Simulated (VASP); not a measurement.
A run of VASP 6.6.1 is set up as follows.

The input INCAR:

```
SYSTEM = CsBe
  PREC = Accurate
  ENCUT = 600
  EDIFF = 1E-6
  ISMEAR = 0
  SIGMA = 0.1
  LREAL = .False.
  LASPH = .True.
  NELM = 100
  ALGO = Fast
  ISIF = 3
  LWAVE = .False.
  LCHARG = .False.
  GGA = PE
  IBRION = 2
  NSW = 100
  EDIFFG = -0.01
```

Contents of KPOINTS:

```
Automatic mesh
0
Gamma
  12 12 14
  0 0 0
```

The input POSCAR:

```
CsBe
1.0
    4.4731484136      0.0000000000      0.0000000000
    0.0000000000      4.4731484136      0.0000000000
    0.0000000000      0.0000000000      4.2191881418
Cs Be
1 1
Direct
    0.5000000000      0.5000000000      0.5000000000
    0.0000000000      0.0000000000      0.0000000000
```

Potentials or basis: VASP PAW PBE potentials, release 64 (Cs_sv, Be).

The run is started by

```console
$ cat potpaw_PBE.64/Cs_sv/POTCAR potpaw_PBE.64/Be/POTCAR > POTCAR
$ mpirun -np 1 vasp_std > vasp.out
```

Task: Estimate the space group after relaxing (to 0.05 Å).

Result: Pm-3m (No. 221).

Task: Estimate the relaxed volume.

Result: 42.58 Å³/atom.

Step by step:
```tsv
step	energy change (eV)	largest force (eV/Å)	pressure (GPa)	volume (Å³)
1	0.0000	0.0000	0.04	84.42
2	-0.0004	0.0000	0.02	84.54
3	-0.0013	0.0000	0.00	84.89
4	-0.0023	0.0000	-0.05	85.57
5	-0.0023	0.0000	-0.07	85.84
6	-0.0026	0.0000	-0.02	85.17
```
